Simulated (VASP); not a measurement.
Wanted: the native input for a VASP 6.6.1 run.

* Task: single point
* Functional: PBE
* Potentials or basis: VASP PAW PBE potentials, release 64 (Si, C)
* Cutoff: 600 eV
* k mesh: 4 × 4 × 4
* Occupations: gaussian, width 0.2 eV
* Spin: no spin polarisation
* Dipole correction: no
* Further INCAR settings: ALGO = Normal; EDIFF = 1e-06; NBANDS = 18

The structure of Si2C3 lies in POSCAR:

```
Si2C3
1.0
    3.7584590223      0.0000000000      0.0000000000
    0.0000000000      3.7584590223      0.0000000000
    0.0000000000      0.0000000000      3.7584590223
Si C
2 3
Direct
    0.0000000000      0.0000000000      0.0000000000
    0.5000000000      0.5000000000      0.5000000000
    0.5000000000      0.0000000000      0.0000000000
    0.0000000000      0.5000000000      0.0000000000
    0.0000000000      0.0000000000      0.5000000000
```

One way to write it, as run:

INCAR

```
SYSTEM = Si2C3
PREC = Accurate ; ENCUT = 600
EDIFF = 1E-6 ; ISMEAR = 0
SIGMA = 0.2 ; LREAL = .FALSE.
LASPH = .TRUE. ; NELM = 120
ALGO = Normal ; ISIF = 2
LWAVE = .FALSE. ; LCHARG = .FALSE.
GGA = PE ; NBANDS = 18
GGA_COMPAT = .FALSE.
```

KPOINTS

```
Automatic mesh
0
G
  4 4 4
  0 0 0
```

Potentials or basis: VASP PAW PBE potentials, release 64 (Si, C).

Command:

```sh
$ cat potpaw_PBE.64/Si/POTCAR potpaw_PBE.64/C/POTCAR > POTCAR
$ mpirun -np 1 vasp_std > vasp.out
```

It gave:

```json
{
 "Pressure": "-0.5 GPa",
 "Band gap on the k mesh": "zero (band 10 reaches 7.67 eV, above the bottom of band 11 at 6.96 eV)"
}
```

Caveat: the k points lie up to 0.42 Å⁻¹ apart.

Run time: 8.8 s on 1 thread of Intel(R) Xeon(R) Platinum 8375C CPU @ 2.90GHz (Ice Lake) (shared host), peak memory 0.16 GiB.
